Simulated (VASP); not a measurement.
The system is Sc3Ga2As.

```xyz
12
Lattice="3.4231 0.0000 0.0000 -1.7116 2.9645 0.0000 0.0000 0.0000 20.7555" Properties=species:S:1:pos:R:3 pbc="T T T"
Sc    1.7116    0.9882    7.7336
Sc    0.0000    1.9763   18.1113
Sc    0.0000    1.9763   13.0219
Sc    1.7116    0.9882    2.6442
Sc    0.0000    0.0000   10.3778
Sc    0.0000    0.0000    0.0000
Ga    0.0000    1.9763    8.9361
Ga    1.7116    0.9882   19.3138
Ga    0.0000    1.9763    1.4417
Ga    1.7116    0.9882   11.8195
As    0.0000    0.0000   15.5666
As    0.0000    0.0000    5.1889
```

The cell was generated, and may not be a known phase.

- Program: VASP 6.6.1
- Task: relaxation of cell and atoms
- Functional: PBE
- Potentials or basis: VASP PAW PBE potentials, release 64 (Sc_sv, Ga_d, As)
- Cutoff: 600 eV
- k mesh: 6 × 6 × 1
- Occupations: gaussian, width 0.1 eV
- Spin: no spin polarisation

At the start: pressure 36.4 GPa; volume 17.55 Å³/atom.

**Question.** How do energy, volume and symmetry change on relaxing?

**Answer.** Over 24 steps the energy falls by 1292.1 meV/atom and the volume is 21.48 Å³/atom (+22.4 %); space group P6_3/mmc (No. 194, to 0.1 Å) before and after.

The path:
| step | energy change (eV) | largest force (eV/Å) | pressure (GPa) | volume (Å³) |
| --- | --- | --- | --- | --- |
| 1 | 0.0000 | 7.0068 | 36.40 | 210.63 |
| 2 | -6.9660 | 0.9611 | -10.03 | 357.06 |
| 3 | -9.4897 | 1.8045 | -2.91 | 290.48 |
| 4 | -9.4938 | 1.8634 | -2.52 | 288.52 |
| 5 | -9.4923 | 1.9167 | -2.17 | 286.80 |
| 6 | -10.4122 | 1.8974 | -1.81 | 278.19 |
| 7 | -12.8178 | 1.4566 | 0.92 | 253.26 |
| 8 | -11.0525 | 2.7034 | 25.82 | 207.39 |
| 9 | -13.5908 | 1.7157 | 4.16 | 240.20 |
| 10 | -13.7369 | 1.9809 | 8.97 | 228.39 |
| 11 | -14.0893 | 1.7798 | 8.14 | 230.68 |
| 12 | -14.6115 | 1.2419 | 7.12 | 236.77 |
| 13 | -14.6407 | 1.2704 | 6.94 | 239.53 |
| 14 | -15.0908 | 0.7915 | 2.81 | 249.33 |
| 15 | -15.2476 | 0.5507 | -1.07 | 261.01 |
| 16 | -15.2481 | 0.5634 | -0.89 | 260.38 |
| 17 | -15.3141 | 0.4736 | -0.72 | 259.78 |
| 18 | -15.4528 | 0.1836 | -0.22 | 257.88 |
| 19 | -15.4061 | 0.4922 | 1.25 | 253.65 |
| 20 | -15.4957 | 0.0744 | 0.25 | 256.36 |
| 21 | -15.4966 | 0.0958 | 0.34 | 256.07 |
| 22 | -15.5029 | 0.0702 | 0.04 | 257.42 |
| 23 | -15.5041 | 0.0564 | -0.16 | 258.34 |
| 24 | -15.5049 | 0.0303 | 0.03 | 257.77 |

Final structure:
```
CELL_PARAMETERS angstrom
3.62941 0.00000 0.00000
-1.81470 3.14316 0.00000
0.00000 0.00000 22.59562
ATOMIC_POSITIONS crystal
Sc 0.66667 0.33333 0.32522
Sc 0.33333 0.66667 0.82522
Sc 0.33333 0.66667 0.67478
Sc 0.66667 0.33333 0.17478
Sc 0.00000 0.00000 0.50000
Sc 0.00000 0.00000 0.00000
Ga 0.33333 0.66667 0.41202
Ga 0.66667 0.33333 0.91202
Ga 0.33333 0.66667 0.08798
Ga 0.66667 0.33333 0.58798
As 0.00000 0.00000 0.75000
As 0.00000 0.00000 0.25000
```

Caveat: the volume moved by over 15 % at a fixed basis, so the end points are rough.
